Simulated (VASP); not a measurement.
# SiC (I-4m2) in VASP: a series of runs

Runs on SiC. Level: PBE. Tasks: single point.

Program: VASP 6.6.1. These are calculated values, not measurements. Logs are shortened: lines on timing, memory, paths and dates and some standing lists are left out, and cuts for length are marked.

**1. The cell of the first run**

The structure is tetragonal, space group I-4m2 (No. 119). The conventional cell has a = 2.838 Å, b = 2.838 Å, c = 5.217 Å, α = 90.00°, β = 90.00°, γ = 90.00°. Si (site symmetry -4m2) has 4 C at 1.93 Å within 2.6 Å. C (site symmetry -4m2) has 4 Si at 1.93 Å within 2.6 Å.

**2. Single point, PBE**

INCAR

```
PREC     = Accurate       # precision mode
ENCUT    = 520            # plane-wave cutoff, eV
EDIFF    = 1E-6           # SCF threshold, eV
ISMEAR   = 0              # smearing method
SIGMA    = 0.05           # smearing width, eV
LREAL    = False          # projectors in reciprocal space
LASPH    = True           # aspherical terms in the spheres
NELM     = 60             # most SCF steps
ALGO     = Normal         # electronic algorithm
ISIF     = 2              # what is computed and relaxed
LWAVE    = False          # write WAVECAR
LCHARG   = False          # write CHGCAR
GGA      = PE             # functional
NBANDS   = 11             # bands
```

KPOINTS

```
regular mesh
0
Gamma
  12 12 12
```

POSCAR

```
SiC
1.0
    0.0000000000      2.0064855898      2.6084312668
    2.0064855898      0.0000000000      2.6084312668
    2.0064855898      2.0064855898      0.0000000000
Si C
1 1
Direct
    0.0000000000      0.0000000000      0.0000000000
    0.7500000000      0.7500000000      0.7500000000
```

Potentials or basis: VASP PAW PBE potentials, release 64 (Si, C).

Launch:

```sh
> cat potpaw_PBE.64/Si/POTCAR potpaw_PBE.64/C/POTCAR > POTCAR
> mpirun -np 1 vasp_std > vasp.out
```

OUTCAR:

```text
PREC = Accurate
   ENCUT = 520
   EDIFF = 1E-6
   ISMEAR = 0
   LREAL = False
   LASPH = True
   NELM = 60
   ISIF = 2
   GGA = PE

 ion  position               nearest neighbor table
   1  0.000  0.000  0.000-   2 1.93   2 1.93   2 1.93   2 1.93
   2  0.750  0.750  0.750-   1 1.93   1 1.93   1 1.93   1 1.93

  LATTYP: Found a body centered tetragonal cell.
 ALAT       =     2.8375991338
 C/A-ratio  =     1.8384776311

  Lattice vectors:

 A1 = (  -2.0064855898,   0.0000000000,   2.6084312668)
 A2 = (   2.0064855898,   0.0000000000,   2.6084312668)
 A3 = (   0.0000000000,   2.0064855898,  -2.6084312668)

Analysis of symmetry for initial positions (statically):
=====================================================================
 Subroutine PRICEL returns:
 Original cell was already a primitive cell.

 Routine SETGRP: Setting up the symmetry group for a
 body centered tetragonal supercell.

 Subroutine GETGRP returns: Found  8 space group operations
 (whereof  8 operations were pure point group operations)
 out of a pool of 16 trial point group operations.

The static configuration has the point symmetry D_2d.

Analysis of symmetry for dynamics (positions and initial velocities):
=====================================================================
 Subroutine PRICEL returns:
 Original cell was already a primitive cell.

 Routine SETGRP: Setting up the symmetry group for a
 body centered tetragonal supercell.

 Subroutine GETGRP returns: Found  8 space group operations
 (whereof  8 operations were pure point group operations)
 out of a pool of 16 trial point group operations.

The dynamic configuration has the point symmetry D_2d.

 Subroutine INISYM returns: Found  8 space group operations
 (whereof  8 operations are pure point group operations),
 and found     1 'primitive' translations

----------------------------------------------------------------------------------------

                                     Primitive cell

  volume of cell :      21.0030

  direct lattice vectors                    reciprocal lattice vectors
     0.000000000  2.006485590  2.608431267    -0.249191922  0.249191922  0.191686094
     2.006485590  0.000000000  2.608431267     0.249191922 -0.249191922  0.191686094
     2.006485590  2.006485590  0.000000000     0.249191922  0.249191922 -0.191686094

  length of vectors
     3.290881052  3.290881052  2.837599134     0.401169274  0.401169274  0.401169274

[... 87 lines left out ...]
   ISYM   =      2    0-nonsym 1-usesym 2-fastsym
   POTIM  = 0.5000    time-step for ionic-motion
   TEBEG  =    0.0;   TEEND  =   0.0 temperature during run
   PSTRESS=    0.0 pullay stress
   NELECT =       8.0000    total number of electrons
   NUPDOWN=      -1.0000    fix difference up-down
   EMIN   =  10.00;   EMAX   =-10.00  energy-range for DOS
   EFERMI =   0.00;   METHOD = LEGACY
   ISMEAR =     0;   SIGMA  =   0.05  broadening in eV -4-tet -1-fermi 0-gaus
   EFERMI_NEDOS =   21; number of points for ismear=-14 and -15
   IALGO  =     38    algorithm
   IMIX   =      4    mixing-type and parameters
     AMIX     =   0.40;   BMIX     =  1.00
     AMIX_MAG =   1.60;   BMIX_MAG =  1.00
  volume/ion in A,a.u.               =      10.50        70.87
  Fermi-wavevector in a.u.,A,eV,Ry     =   1.186709  2.242555 19.160797  1.408279
  Thomas-Fermi vector in A             =   2.322876
   LORBIT       =      0    0 simple, 1 ext, 2 COOP (PROOUT), +10 PAW based schemes
   GGA     = PE    functional components
   LHFCALC =     F    Hartree Fock is set to
   AEXX    =    0.0000 exact exchange contribution
   IVDW    =     0    specifies the selected vdW correction
   LEPSILON=     F    determine dielectric tensor
   LRPA    =     F    only Hartree local field effects (RPA)
 non-spin polarized calculation
 Gauss-broadening in eV      SIGMA  =   0.05
  energy-cutoff  :      520.00
  volume of cell :       21.00
 maximum number of plane-waves:       581
   NGX = 13   NGY = 13   NGZ = 11

 number of electron       8.0000000 magnetization

 Free energy of the ion-electron system (eV)
  ---------------------------------------------------
  ext. energy  EPLUGINS =         0.00000000
  ---------------------------------------------------
  free energy    TOTEN  =       -14.00279428 eV

  energy without entropy =      -14.00269249  energy(sigma->0) =      -14.00274338

 E-fermi :   9.3137     XC(G=0): -11.3642

 val. band max:        9.3096018797   @ k =  -0.1667   0.1667   0.0000
 cond. band min:       9.3887711612   @ k =   0.4167   0.0000   0.4167
 fundamental gap:      0.0791692816
 Fermi energy:         9.3136575536

 k-point     1 :       0.0000    0.0000    0.0000
  band No.  band energies     occupation
      1      -7.2465      2.00000
      2       6.4153      2.00000
      3       9.0923      2.00000
      4       9.0923      2.00000
      5      12.5966      0.00000
      6      15.3600      0.00000
      7      15.3600      0.00000
      8      15.4125      0.00000
      9      18.7812      0.00000
     10      21.1172      0.00000
     11      24.2284      0.00000
[... 309 lines left out ...]
 k-point    24 :      -0.4167    0.1667    0.0000
  band No.  band energies     occupation
      1      -3.2438      2.00000
      2      -0.0584      2.00000
      3       3.2947      2.00000
      4       8.6307      2.00000
      5      12.5766      0.00000
      6      15.8545      0.00000
      7      18.2255      0.00000
      8      18.6252      0.00000
      9      23.2009      0.00000
     10      23.5053      0.00000
     11      26.2678      0.00000

 [... further k-points ...]

------------------------ aborting loop because EDIFF is reached ----------------------------------------

  FORCE on cell =-STRESS in cart. coord.  units (eV):
  Direction    XX          YY          ZZ          XY          YZ          ZX
  --------------------------------------------------------------------------------------
  -------------------------------------------------------------------------------------
  Total        4.2083526      4.2083526     -9.4274996      0.0000000      0.0000000      0.0000000
  in kB      321.0267480    321.0267480   -719.1601648      0.0000000      0.0000000      0.0000000
  external PRESSURE =     -25.7022230 kB  Pullay stress =       0.0000000 kB

 VOLUME and BASIS-vectors are now :
 -----------------------------------------------------------------------------
  energy-cutoff  :      520.00
  volume of cell :       21.00
      direct lattice vectors                 reciprocal lattice vectors
     0.000000000  2.006485590  2.608431267    -0.249191922  0.249191922  0.191686094
     2.006485590  0.000000000  2.608431267     0.249191922 -0.249191922  0.191686094
     2.006485590  2.006485590  0.000000000     0.249191922  0.249191922 -0.191686094

 POSITION                                       TOTAL-FORCE (eV/Angst)
 -----------------------------------------------------------------------------------
      0.00000      0.00000      0.00000        -0.000000     -0.000000     -0.000000
      3.00973      3.00973      3.91265         0.000000      0.000000      0.000000
 -----------------------------------------------------------------------------------
    total drift:                               -0.000000     -0.000000      0.000000

  FREE ENERGIE OF THE ION-ELECTRON SYSTEM (eV)
  ---------------------------------------------------
  free  energy   TOTEN  =       -14.0027942777 eV

  energy  without entropy=      -14.0026924881  energy(sigma->0) =      -14.00274338
```

OSZICAR:

```text
N       E                     dE             d eps       ncg     rms          rms(c)
DAV:   1     0.422992288946E+01    0.42299E+01   -0.39608E+03  3706   0.614E+02
DAV:   2    -0.151638542763E+02   -0.19394E+02   -0.18242E+02  4458   0.108E+02
DAV:   3    -0.158023101761E+02   -0.63846E+00   -0.63727E+00  4457   0.162E+01
DAV:   4    -0.158047942064E+02   -0.24840E-02   -0.24838E-02  4138   0.126E+00
DAV:   5    -0.158048050143E+02   -0.10808E-04   -0.10808E-04  4486   0.773E-02    0.840E+00
DAV:   6    -0.140402162765E+02    0.17646E+01   -0.68006E+00  3955   0.114E+01    0.351E+00
DAV:   7    -0.140110899972E+02    0.29126E-01   -0.32227E-01  4380   0.336E+00    0.170E+00
DAV:   8    -0.140028649499E+02    0.82250E-02   -0.20662E-02  4129   0.952E-01    0.167E-01
DAV:   9    -0.140027033057E+02    0.16164E-03   -0.24991E-03  4609   0.256E-01    0.966E-02
DAV:  10    -0.140027893729E+02   -0.86067E-04   -0.21421E-04  4104   0.946E-02    0.263E-02
DAV:  11    -0.140027938309E+02   -0.44581E-05   -0.19566E-05  4281   0.253E-02    0.651E-03
DAV:  12    -0.140027942777E+02   -0.44674E-06   -0.66961E-07  2524   0.572E-03
   1 F= -.14002794E+02 E0= -.14002743E+02  d E =-.101790E-03
```

Run time: 9.3 s. Hardware: 1 thread of Intel Xeon 6975P-C (Granite Rapids), shared host; peak memory 0.15 GiB.

What came out:

| Quantity | Value |
| --- | --- |
| Free energy | -14.0028 eV |
| Pressure | -2.6 GPa |
| Band gap on the k mesh | zero (band 4 reaches 9.31 eV, above the bottom of band 5 at 8.96 eV) |

**3. Single point, PBE**

This run uses another cell than the first one, of the same volume but with other edges.

INCAR

```
ALGO     = Normal         # electronic algorithm
EDIFF    = 1E-6           # SCF threshold, eV
ENCUT    = 520            # plane-wave cutoff, eV
GGA      = PE             # functional
ISIF     = 2              # what is computed and relaxed
ISMEAR   = 0              # smearing method
LASPH    = T              # aspherical terms in the spheres
LCHARG   = F              # write CHGCAR
LREAL    = F              # projectors in reciprocal space
LWAVE    = F              # write WAVECAR
NBANDS   = 11             # bands
NELM     = 80             # most SCF steps
PREC     = Accurate       # precision mode
SIGMA    = 0.05           # smearing width, eV
```

KPOINTS

```
k-points
0
Gamma
  12 12 12
```

POSCAR

```
SiC
1.0
    0.0000000000      2.2515826150      2.0714560058
    2.2515826150      0.0000000000      2.0714560058
    2.2515826150      2.2515826150      0.0000000000
Si C
1 1
Direct
    0.0000000000      0.0000000000      0.0000000000
    0.7500000000      0.7500000000      0.7500000000
```

Potentials or basis: VASP PAW PBE potentials, release 64 (Si, C).

Launch:

```sh
> cat potpaw_PBE.64/Si/POTCAR potpaw_PBE.64/C/POTCAR > POTCAR
> mpirun -np 1 vasp_std > vasp.out
```

Run time: 8.8 s. Hardware: 1 thread of Intel Xeon 6975P-C (Granite Rapids), shared host; peak memory 0.15 GiB.

Results (log left out):

- Free energy: -14.9915 eV
- Pressure: -0.6 GPa
- Band gap on the k mesh: 0.58 eV, indirect (least direct gap 4.44 eV)

Stress tensor (GPa, compression positive):
```
-6.56  0.00  0.00
 0.00 -6.56  0.00
 0.00  0.00 11.41
```

Levels at points of the mesh, in eV from the valence-band top:
```tsv
k point	band 1	band 2	band 3	band 4	band 5	band 6	band 7	band 8
(0.00, 0.00, 0.00)	-15.63	-0.50	-0.50	0.00	5.68	6.72	6.97	6.97
(0.50, 0.00, 0.00)	-12.10	-8.79	-1.85	-0.94	4.55	6.23	7.86	9.74
(0.50, 0.50, 0.00)	-10.26	-7.40	-4.06	-4.06	0.58	2.97	13.27	13.27
(0.50, 0.00, 0.50)	-10.88	-8.43	-3.23	-3.11	1.32	4.42	12.33	13.61
```

 A k mesh can miss the band edges.

**4. Single point, PBE**

This run uses another cell than the first one, of the same volume but with other edges.

INCAR

```
SYSTEM = SiC
  ALGO = Normal
  EDIFF = 1E-7
  ENCUT = 520
  GGA = PE
  ISIF = 2
  ISMEAR = 0
  LASPH = .True.
  LCHARG = .True.
  LELF = .True.
  LREAL = .False.
  LVHAR = .True.
  LWAVE = .False.
  NBANDS = 11
  NELM = 100
  PREC = Accurate
  SIGMA = 0.05
```

KPOINTS

```
k-points
0
Gamma
  12 12 12
  0 0 0
```

POSCAR

```
SiC
1.0
    0.0000000000      2.1213855231      2.3335240754
    2.1213855231      0.0000000000      2.3335240754
    2.1213855231      2.1213855231      0.0000000000
Si C
1 1
Direct
    0.0000000000      0.0000000000      0.0000000000
    0.7500000000      0.7500000000      0.7500000000
```

Launch:

```sh
> cat potpaw_PBE.64/Si/POTCAR potpaw_PBE.64/C/POTCAR > POTCAR
> mpirun -np 1 vasp_std > vasp.out
```

It took 9.7 s on 1 thread of Intel Xeon 6975P-C (Granite Rapids), shared host; peak memory 0.16 GiB.

It converged, with:

```
Free energy            : -14.9453 eV
Pressure               : -0.6 GPa
Band gap on the k mesh : 0.85 eV, indirect (least direct gap 4.44 eV)
```

Stress tensor (GPa, compression positive):
```
  9.23   0.00   0.00
  0.00   9.23   0.00
  0.00   0.00 -20.23
```

Levels at points of the mesh, in eV from the valence-band top:
```
           k point  band 2  band 3  band 4  band 5  band 6  band 7
(0.00, 0.00, 0.00)   -0.77   -0.02   -0.02    5.67    6.87    6.87
(0.50, 0.00, 0.00)   -8.73   -1.94   -0.72    4.23    7.02    7.60
(0.50, 0.50, 0.00)   -8.81   -2.73   -2.73    1.71    5.08   13.24
(0.50, 0.00, 0.50)   -7.63   -3.83   -3.64    0.85    3.45   11.88
```

 A k mesh can miss the band edges.

**5. Single point, PBE**

This run uses another cell than the first one, of the same volume but with other edges.

INCAR

```
ALGO = Normal
EDIFF = 1E-6
ENCUT = 520
GGA = PE
ISIF = 2
ISMEAR = 0
LASPH = True
LCHARG = False
LREAL = False
LWAVE = False
NBANDS = 11
NELM = 80
PREC = Accurate
SIGMA = 0.05
```

KPOINTS

```
k-points
0
Gamma
  12 12 12
```

POSCAR

```
SiC
1.0
    0.0000000000      2.5280134309      1.6432087301
    2.5280134309      0.0000000000      1.6432087301
    2.5280134309      2.5280134309      0.0000000000
Si C
1 1
Direct
    0.0000000000      0.0000000000      0.0000000000
    0.7500000000      0.7500000000      0.7500000000
```

Potentials or basis: VASP PAW PBE potentials, release 64 (Si, C).

Launch:

```sh
> cat potpaw_PBE.64/Si/POTCAR potpaw_PBE.64/C/POTCAR > POTCAR
> mpirun -np 1 vasp_std > vasp.out
```

OUTCAR:

```text
EDIFF = 1E-6
   ENCUT = 520
   GGA = PE
   ISIF = 2
   ISMEAR = 0
   LASPH = True
   LREAL = False
   NELM = 80
   PREC = Accurate

 ion  position               nearest neighbor table
   1  0.000  0.000  0.000-   2 1.97   2 1.97   2 1.97   2 1.97
   2  0.750  0.750  0.750-   1 1.97   1 1.97   1 1.97   1 1.97

  LATTYP: Found a body centered tetragonal cell.
 ALAT       =     3.5751508798
 C/A-ratio  =     0.9192388156

  Lattice vectors:

 A1 = (   0.0000000000,  -2.5280134309,  -1.6432087301)
 A2 = (   0.0000000000,   2.5280134309,  -1.6432087301)
 A3 = (   2.5280134309,   0.0000000000,   1.6432087301)

Analysis of symmetry for initial positions (statically):
=====================================================================
 Subroutine PRICEL returns:
 Original cell was already a primitive cell.

 Routine SETGRP: Setting up the symmetry group for a
 body centered tetragonal supercell.

 Subroutine GETGRP returns: Found  8 space group operations
 (whereof  8 operations were pure point group operations)
 out of a pool of 16 trial point group operations.

The static configuration has the point symmetry D_2d.

[... 171 lines left out ...]
      3       7.7735      2.00000
      4       9.8256      0.00000
      5      13.1280      0.00000
      6      15.6795      0.00000
      7      16.8281      0.00000
      8      16.8281      0.00000
      9      17.0065      0.00000
     10      21.7566      0.00000
     11      22.2950      0.00000
[... 309 lines left out ...]
 k-point    24 :      -0.4167    0.1667    0.0000
  band No.  band energies     occupation
      1      -3.3424      2.00000
      2       1.3926      2.00000
      3       4.5860      2.00000
      4       6.5074      2.00000
      5      11.3684      0.00000
      6      15.1778      0.00000
      7      15.8940      0.00000
      8      17.6265      0.00000
      9      23.3715      0.00000
     10      24.7021      0.00000
     11      25.3415      0.00000

 [... further k-points ...]

------------------------ aborting loop because EDIFF is reached ----------------------------------------

  FORCE on cell =-STRESS in cart. coord.  units (eV):
  Direction    XX          YY          ZZ          XY          YZ          ZX
  --------------------------------------------------------------------------------------
  -------------------------------------------------------------------------------------
  Total       -3.7946999     -3.7946999      2.8309334      0.0000000      0.0000000      0.0000000
  in kB     -289.4719818   -289.4719818    215.9527587      0.0000000      0.0000000      0.0000000
  external PRESSURE =    -120.9970683 kB  Pullay stress =       0.0000000 kB

 VOLUME and BASIS-vectors are now :
 -----------------------------------------------------------------------------
  energy-cutoff  :      520.00
  volume of cell :       21.00
      direct lattice vectors                 reciprocal lattice vectors
     0.000000000  2.528013431  1.643208730    -0.197783759  0.197783759  0.304282707
     2.528013431  0.000000000  1.643208730     0.197783759 -0.197783759  0.304282707
     2.528013431  2.528013431  0.000000000     0.197783759  0.197783759 -0.304282707

 POSITION                                       TOTAL-FORCE (eV/Angst)
 -----------------------------------------------------------------------------------
      0.00000      0.00000      0.00000         0.000000      0.000000     -0.000000
      3.79202      3.79202      2.46481        -0.000000     -0.000000      0.000000
 -----------------------------------------------------------------------------------
    total drift:                                0.000000      0.000000     -0.000000

  FREE ENERGIE OF THE ION-ELECTRON SYSTEM (eV)
  ---------------------------------------------------
  free  energy   TOTEN  =       -13.8161619628 eV

  energy  without entropy=      -13.8156106971  energy(sigma->0) =      -13.81588633
```

stdout:

```text
POSCAR found type information on POSCAR SiC
 POSCAR found :  2 types and       2 ions
 scaLAPACK will be used
 LDA part: xc-table for (Slater+PW92), standard interpolation
 POSCAR, INCAR and KPOINTS ok, starting setup
 FFT: planning ... GRIDC
 FFT: planning ... GRID_SOFT
 FFT: planning ... GRID
 WAVECAR not read
 entering main loop
```

Wall time 11 s (1 thread of Intel Xeon 6975P-C (Granite Rapids), shared host); peak memory 0.16 GiB.

What came out:

- Free energy: -13.8162 eV
- Pressure: -12.1 GPa
- Band gap on the k mesh: zero (band 4 reaches 9.83 eV, above the bottom of band 5 at 7.40 eV)

Stress tensor (GPa, compression positive):
```
-28.95   0.00   0.00
  0.00 -28.95   0.00
  0.00   0.00  21.60
```

**6. The runs side by side**

| cell | gap on the mesh (eV) | pressure (GPa) |
| --- | --- | --- |
| a = 3.291, b = 3.291, c = 2.838 Å, angles 64.5, 64.5, 51.1°, 2 atoms | none | -2.6 |
| a = 3.060, b = 3.060, c = 3.184 Å, angles 58.6, 58.6, 62.7°, 2 atoms | 0.58 | -0.6 |
| a = 3.154, b = 3.154, c = 3.000 Å, angles 61.6, 61.6, 56.8°, 2 atoms | 0.85 | -0.6 |
| a = 3.015, b = 3.015, c = 3.575 Å, angles 53.6, 53.6, 72.7°, 2 atoms | none | -12.1 |

Alike in all rows: task single point; level PBE; potentials or basis VASP PAW PBE potentials, release 64 (Si, C); no spin polarisation; k mesh 12 × 12 × 12; cutoff (eV) 520; smearing gaussian 0.05 eV.

Absolute energies hang on the potentials; compare differences alone.
